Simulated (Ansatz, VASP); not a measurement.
## SnO2: VASP beside Ansatz

File INCAR:

```
SYSTEM = SnO2
ALGO = Normal ; EDIFF = 1E-7
ENCUT = 520 ; GGA = PE
ISIF = 2 ; ISMEAR = 0
LASPH = .True. ; LCHARG = .False.
LREAL = .False. ; LWAVE = .False.
NBANDS = 35 ; NELM = 80
PREC = Accurate ; SIGMA = 0.05
```

The input KPOINTS:

```
k-points
0
Gamma
  6 6 8
  0 0 0
```

File POSCAR:

```
SnO2
1.0
    4.5223540472     -0.0787673591     -0.1403000832
   -0.0787673591      5.1046346050      0.3218772951
   -0.0943675652      0.2164986360      3.2711858200
Sn O
2 4
Direct
    0.0083683298     -0.0005038745     -0.0026169071
    0.4886533187      0.4958971282      0.4834711535
    0.2990678523      0.3136861937      0.0101191395
    0.2022668986      0.8068818584      0.5095137660
    0.6957228670      0.6934212708     -0.0028099499
    0.8059207336      0.1906174235      0.5023227981
```

Input for Ansatz:

```yaml
crystal:
  lattice:
    - [4.5223540472, -0.0787673591, -0.1403000832]
    - [-0.0787673591, 5.104634605, 0.3218772951]
    - [-0.0943675652, 0.216498636, 3.27118582]
  atoms:
    - { symbol: Sn, position: [0.0083683298, -0.0005038745, -0.0026169071] }
    - { symbol: Sn, position: [0.4886533187, 0.4958971282, 0.4834711535] }
    - { symbol: O, position: [0.2990678523, 0.3136861937, 0.0101191395] }
    - { symbol: O, position: [0.2022668986, 0.8068818584, 0.509513766] }
    - { symbol: O, position: [0.695722867, 0.6934212708, -0.0028099499] }
    - { symbol: O, position: [0.8059207336, 0.1906174235, 0.5023227981] }
basis:
  ecutwfc: 420
kpoints:
  mp_grid: { grid: [6, 6, 8] }
hamiltonian:
  xc: pbe
scf:
  occupations: { method: gaussian, width: 0.05 }
output:
  forces: true
  stress: true
  eigenvalues: true
  write_density: true
  write_potential: true
  elf: true
  volumetric_format: npy
```

Change from the starting cell: all atoms moved at random (sigma 0.03 Å a component), cell strained at random (sigma 0.05).

Alike in both runs: task single point; functional PBE; k mesh 6 × 6 × 8; occupations gaussian, width 0.05 eV; no spin polarisation.

|  | VASP | Ansatz |
| --- | --- | --- |
| version | VASP 6.6.1 | Ansatz 0.2.0 |
| potentials or method | VASP PAW PBE potentials, release 64 (Sn_d, O), cutoff 520 eV | scalar-relativistic, plane waves, PAW |
| valence electrons in the cell | 52 | 52 |

Ansatz gave:

| Item | Value |
| --- | --- |
| gap on the k mesh at the Fermi level (eV) | 0.57 |
| least direct gap on the mesh (eV) | 0.57 |
| pressure (GPa) | 2.5 |
| traceless stress, the component that is largest in VASP (GPa) | -10.68 |
| rms of the force components (eV/Å) | 0.501 |

Task: Which values does VASP return?

Result: gap on the k mesh at the Fermi level (eV): 0.56; least direct gap on the mesh (eV): 0.56; pressure (GPa): 3.0; traceless stress, the component that is largest in VASP (GPa): -10.85; rms of the force components (eV/Å): 0.513.

Atom by atom the forces differ by 0.018 eV/Å (rms over components).
